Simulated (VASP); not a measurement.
# Ca: single point with LDA

The system is Ca.

```xyz
1
Lattice="3.3490 0.0000 0.0000 0.0000 3.3490 0.0000 0.0000 0.0000 3.3490" Properties=species:S:1:pos:R:3 pbc="T T T"
Ca    0.0000    0.0000    0.0000
```

```yaml
Program: VASP 6.6.1
Task: single point
Functional: LDA
Potentials_or_basis: VASP PAW LDA potentials, release 64 (Ca_sv)
Cutoff: 520 eV
k_mesh: 5 × 5 × 5
Occupations: fermi-dirac, width 0.1 eV
Spin: no spin polarisation
```

- Pressure: 0.0 GPa

Levels at points of the mesh, in eV from the Fermi level:
```csv
k point,band 2,band 3,band 4,band 5,band 6,band 7,band 8,band 9
"(0.00, 0.00, 0.00)",-22.76,-22.76,-22.76,-4.21,0.52,0.52,4.33,4.33
```

It took 6.5 s on 1 thread of Intel Xeon 8259CL, on a shared host, peak memory 0.13 GiB.

Caveat: the k points lie up to 0.38 Å⁻¹ apart.
